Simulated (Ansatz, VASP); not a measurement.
**C: VASP beside Ansatz**

```
C
1.0
     0.00000    1.77690    1.77690
     1.77690    0.00000    1.77690
     1.77690    1.77690    0.00000
C
2
Direct
  0.50000 0.50000 0.50000
  0.75000 0.75000 0.75000
```

Alike in both runs: task single point; functional PBEsol; k mesh 12 × 12 × 12; occupations gaussian, width 0.02 eV; no spin polarisation.

|  | VASP | Ansatz |
| --- | --- | --- |
| version | VASP 6.6.1 | Ansatz 0.2.0 |
| potentials or method | VASP PAW PBE potentials, release 64 (C), cutoff 520 eV | scalar-relativistic, plane waves, PAW |
| valence electrons in the cell | 8 | 8 |

VASP gave:

```
gap on the k mesh at the Fermi level (eV) : 4.06
least direct gap on the mesh (eV)         : 5.57
```

**Question.** Estimate Ansatz's values.

**Answer.** gap on the k mesh at the Fermi level (eV): 4.07; least direct gap on the mesh (eV): 5.57.

VASP's potentials were made for PBE, not for PBEsol.
